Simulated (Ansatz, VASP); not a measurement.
## One calculation of Zn, two programs

```xyz
8
Lattice="4.8577 0.0000 0.0000 0.0000 4.8577 0.0000 0.0000 0.0000 4.8577" Properties=species:S:1:pos:R:3 pbc="T T T"
Zn    2.4289    2.4289    2.4289
Zn    0.0000    0.0000    0.0000
Zn    1.2144    0.0000    2.4289
Zn    2.4289    1.2144    0.0000
Zn    2.4289    3.6433    0.0000
Zn    3.6433    0.0000    2.4289
Zn    0.0000    2.4289    3.6433
Zn    0.0000    2.4289    1.2144
```

Alike in both runs: functional PBEsol; k mesh 8 × 8 × 8; occupations gaussian, width 0.1 eV; no spin polarisation.

Ansatz relaxed the structure, and its values are those at the end. VASP's run is a single point on that final structure, the one shown.

|  | VASP | Ansatz |
| --- | --- | --- |
| version | VASP 6.6.1 | Ansatz 0.2.0 |
| potentials or method | VASP PAW PBE potentials, release 64 (Zn), cutoff 520 eV | scalar-relativistic, plane waves, PAW |
| valence electrons in the cell | 96 | 96 |

|  | VASP | Ansatz | Ansatz less VASP |
| --- | --- | --- | --- |
| gap on the k mesh at the Fermi level (eV) | none | none | - |
| pressure (GPa) | 0.3 | 0.0 | -0.33 |

VASP's potentials were made for PBE, not for PBEsol. A gap of «none» marks a metal or a gap that the smearing closes. With one functional, cell and mesh, what is left measures potentials, basis and numerics.
